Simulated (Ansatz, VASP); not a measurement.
# Mg2CdSe3 in VASP and in Ansatz

File INCAR:

```
PREC = Accurate
ENCUT = 600
EDIFF = 1E-6
ISMEAR = 0
SIGMA = 0.1
LREAL = False
LASPH = True
NELM = 100
ALGO = Normal
ISIF = 3
LWAVE = False
LCHARG = False
GGA = PE
IBRION = 2
NSW = 90
EDIFFG = -0.04
```

The input KPOINTS:

```
Automatic mesh
0
Gamma
  6 6 2
```

POSCAR

```
Mg2CdSe3
1.0
    4.0675907000      0.0000000000      0.0000000000
   -2.0337953500      3.5226368800      0.0000000000
    0.0000000000      0.0000000000      9.9635217100
Mg Cd Se
2 1 3
Direct
    0.6666666700      0.3333333300      0.3333333300
    0.3333333300      0.6666666700      0.6666666700
    0.0000000000      0.0000000000      0.0000000000
    0.0000000000      0.0000000000      0.2500000000
    0.6666666700      0.3333333300      0.5833333300
    0.3333333300      0.6666666700      0.9166666700
```

Input for Ansatz:

```yaml
crystal:
  lattice:
    - [4.0675907, 0.0, 0.0]
    - [-2.03379535, 3.52263688, 0.0]
    - [0.0, 0.0, 9.96352171]
  atoms:
    - { symbol: Mg, position: [0.66666667, 0.33333333, 0.33333333] }
    - { symbol: Mg, position: [0.33333333, 0.66666667, 0.66666667] }
    - { symbol: Cd, position: [0.0, 0.0, 0.0] }
    - { symbol: Se, position: [0.0, 0.0, 0.25] }
    - { symbol: Se, position: [0.66666667, 0.33333333, 0.58333333] }
    - { symbol: Se, position: [0.33333333, 0.66666667, 0.91666667] }
basis:
  ecutwfc: 420
kpoints:
  mp_grid: { grid: [6, 6, 2] }
hamiltonian:
  xc: pbe
scf:
  occupations: { method: gaussian, width: 0.1 }
  lower_state_search: "off"
output:
  forces: true
  stress: true
  eigenvalues: true
relax:
  adjacent_minimum: "off"
  f_tol: 0.04
  max_steps: 70
  cell: { stress_tol: 0.4 }
```

Alike in both runs: task relaxation of cell and atoms; functional PBE; k mesh 6 × 6 × 2; occupations gaussian, width 0.1 eV; no spin polarisation.

|  | VASP | Ansatz |
| --- | --- | --- |
| version | VASP 6.6.1 | Ansatz 0.2.0 |
| potentials or method | VASP PAW PBE potentials, release 64 (Mg, Cd, Se), cutoff 600 eV | scalar-relativistic, plane waves, PAW |
| valence electrons in the cell | 34 | 88 |

|  | VASP | Ansatz | Ansatz less VASP |
| --- | --- | --- | --- |
| gap on the k mesh at the Fermi level, each at its own relaxed structure (eV) | 1.48 | 1.50 | +0.018 |
| relaxed volume (Å³/atom) | 27.87 | 27.80 | -0.064 |
| relaxed cell length with the largest relative difference (Å) | 10.490 | 10.468 | -0.0223 |

VASP's potentials hold 34 valence electrons a cell and Ansatz's 88, so a difference there can come from the potentials and not from the codes.

Noted on VASP's run: the volume moved by over 15 % at a fixed basis, so the end points are rough.
